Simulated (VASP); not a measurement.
Set up this calculation in VASP 6.6.1, as the native input.

```
Task                   : single point
Functional             : r2SCAN
Potentials or basis    : VASP PAW PBE potentials, release 64 (Sn_d, O)
Cutoff                 : 520 eV
k mesh                 : 6 × 6 × 8
Occupations            : gaussian, width 0.05 eV
Spin                   : no spin polarisation
Dipole correction      : no
Further INCAR settings : ALGO = Normal; EDIFF = 1e-07; NBANDS = 35
```

The system is SnO2.

```
Sn O
1.0
     4.90302    0.00000    0.00000
     0.00000    4.90302    0.00000
     0.00000    0.00000    3.20057
Sn O
2 4
Direct
  0.00000 0.00000 0.00000
  0.50000 0.50000 0.50000
  0.30589 0.30589 0.00000
  0.19411 0.80589 0.50000
  0.69411 0.69411 0.00000
  0.80589 0.19411 0.50000
```

This cell differs from its parent crystal: strain +0.0300 x Voigt [1, 1, 0, 0, 0, 0].

The input as run:

POSCAR

```
SnO2
1.0
    4.9030229716      0.0000000000      0.0000000000
    0.0000000000      4.9030229716      0.0000000000
    0.0000000000      0.0000000000      3.2005650988
Sn O
2 4
Direct
    0.0000000000      0.0000000000      0.0000000000
    0.5000000000      0.5000000000      0.5000000000
    0.3058934984      0.3058934984      0.0000000000
    0.1941065016      0.8058934984      0.5000000000
    0.6941065016      0.6941065016      0.0000000000
    0.8058934984      0.1941065016      0.5000000000
```

INCAR.step1

```
SYSTEM = SnO2
ALGO     = Normal         ! electronic algorithm
EDIFF    = 1E-4           ! SCF threshold, eV
ENCUT    = 520            ! plane-wave cutoff, eV
GGA      = PE             ! functional
ISMEAR   = 0              ! smearing method
LASPH    = .TRUE.         ! aspherical terms in the spheres
LCHARG   = .FALSE.        ! write CHGCAR
LREAL    = .FALSE.        ! projectors in reciprocal space
LWAVE    = .TRUE.         ! write WAVECAR
NBANDS   = 35             ! bands
NELM     = 80             ! most SCF steps
PREC     = Accurate       ! precision mode
SIGMA    = 0.05           ! smearing width, eV
```

INCAR.step2

```
SYSTEM = SnO2
ALGO     = Normal         ! electronic algorithm
EDIFF    = 1E-7           ! SCF threshold, eV
ENCUT    = 520            ! plane-wave cutoff, eV
ISIF     = 2              ! what is computed and relaxed
ISMEAR   = 0              ! smearing method
ISTART   = 1            
LASPH    = .TRUE.         ! aspherical terms in the spheres
LCHARG   = .TRUE.         ! write CHGCAR
LELF     = .TRUE.         ! ELF
LMIXTAU  = .TRUE.       
LREAL    = .FALSE.        ! projectors in reciprocal space
LVHAR    = .TRUE.       
LWAVE    = .FALSE.        ! write WAVECAR
METAGGA  = R2SCAN         ! meta-GGA
NBANDS   = 35             ! bands
NELM     = 80             ! most SCF steps
PREC     = Accurate       ! precision mode
SIGMA    = 0.05           ! smearing width, eV
```

KPOINTS

```
k-points
0
G
  6 6 8
  0 0 0
```

Potentials or basis: VASP PAW PBE potentials, release 64 (Sn_d, O).

Command:

```sh
$ cat potpaw_PBE.64/Sn_d/POTCAR potpaw_PBE.64/O/POTCAR > POTCAR
$ cp INCAR.step1 INCAR
$ mpirun -np 1 vasp_std > vasp.out
$ cp INCAR.step2 INCAR
$ mpirun -np 1 vasp_std > vasp.out
```

It gave:

* Pressure: -9.2 GPa
* Largest force: 0.158 eV/Å
* Band gap on the k mesh: 1.21 eV

Caveat: the cell differs from its parent crystal (strain +0.0300 x Voigt [1, 1, 0, 0, 0, 0]); the cell stands under tension; the PAW data sets were made with another functional, which shifts forces and pressure a little; spin-orbit coupling is left out, which moves the levels of the heavy elements.

Run time: 6.6 min on 1 thread of Intel Xeon 8259CL, on a shared host, peak memory 0.25 GiB.
